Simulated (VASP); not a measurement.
Input of a VASP 6.6.1 run:

INCAR

```
SYSTEM = Zr
PREC = Accurate ; ENCUT = 520
EDIFF = 1E-6 ; ISMEAR = -1
SIGMA = 0.6 ; LREAL = .FALSE.
LASPH = .TRUE. ; NELM = 60
ALGO = Normal ; ISIF = 2
LWAVE = .FALSE. ; LCHARG = .FALSE.
GGA = PE ; NBANDS = 19
```

Contents of KPOINTS:

```
regular mesh
0
G
  11 11 6
  0 0 0
```

The input POSCAR:

```
Zr
1.0
    3.2318821451      0.0000000000      0.0000000000
   -1.6159410725      2.7988920397      0.0000000000
    0.0000000000      0.0000000000      5.1741041053
Zr
2
Direct
    0.3333333333      0.6666666667      0.2500000000
    0.6666666667      0.3333333333      0.7500000000
```

Potentials or basis: VASP PAW PBE potentials, release 64 (Zr_sv).

Launch:

```sh
$ cat potpaw_PBE.64/Zr_sv/POTCAR > POTCAR
$ mpirun -np 1 vasp_std > vasp.out
```

Problem. Predict the band gap on the k mesh.

Solution. Zero (band 12 reaches 9.85 eV, above the bottom of band 13 at 8.80 eV).

Problem. Estimate the pressure.

Solution. 5.1 GPa.

Stress tensor (GPa, compression positive):
```
4.34 0.00 0.00
0.00 4.34 0.00
0.00 0.00 6.77
```
